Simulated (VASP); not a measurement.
A run of VASP 6.6.1 is set up as follows.

The input INCAR:

```
SYSTEM = LiF
ALGO = Normal
EDIFF = 1E-7
EDIFFG = -0.04
ENCUT = 750
GGA = PE
GGA_COMPAT = .False.
IBRION = 2
ISIF = 3
ISMEAR = 0
IVDW = 12
LASPH = .True.
LCHARG = .False.
LREAL = .False.
LWAVE = .False.
NELM = 120
NELMIN = 4
NSW = 90
PREC = Accurate
SIGMA = 0.1
```

The input KPOINTS:

```
k-points
0
Gamma
  8 8 8
  0 0 0
```

The input POSCAR:

```
LiF
1.0
    0.0000000000      2.0417134800      2.0417134800
    2.0417134800      0.0000000000      2.0417134800
    2.0417134800      2.0417134800      0.0000000000
Li F
1 1
Direct
    0.0000000000      0.0000000000      0.0000000000
    0.5000000000      0.5000000000      0.5000000000
```

Potentials or basis: VASP PAW PBE potentials, release 64 (Li_sv, F).

Run with:

```sh
$ cat potpaw_PBE.64/Li_sv/POTCAR potpaw_PBE.64/F/POTCAR > POTCAR
$ mpirun -np 1 vasp_std > vasp.out
```

Question: What does it give for the dispersion energy per atom?

Answer: -0.183 eV.

Question: Predict the relaxed cell.

Answer: a = 2.824 Å, b = 2.824 Å, c = 2.824 Å, α = 60.00°, β = 60.00°, γ = 60.00°.

Question: What does it give for the relaxed volume?

Answer: 7.97 Å³/atom.

Question: What does it give for the space group after relaxing (to 0.05 Å)?

Answer: Fm-3m (No. 225).

The path:
```tsv
step	energy change (eV)	largest force (eV/Å)	pressure (GPa)	volume (Å³)
1	0.0000	0.0000	-4.74	17.02
2	-0.0138	0.0000	-2.39	16.41
3	-0.0178	0.0000	-0.23	15.93
```
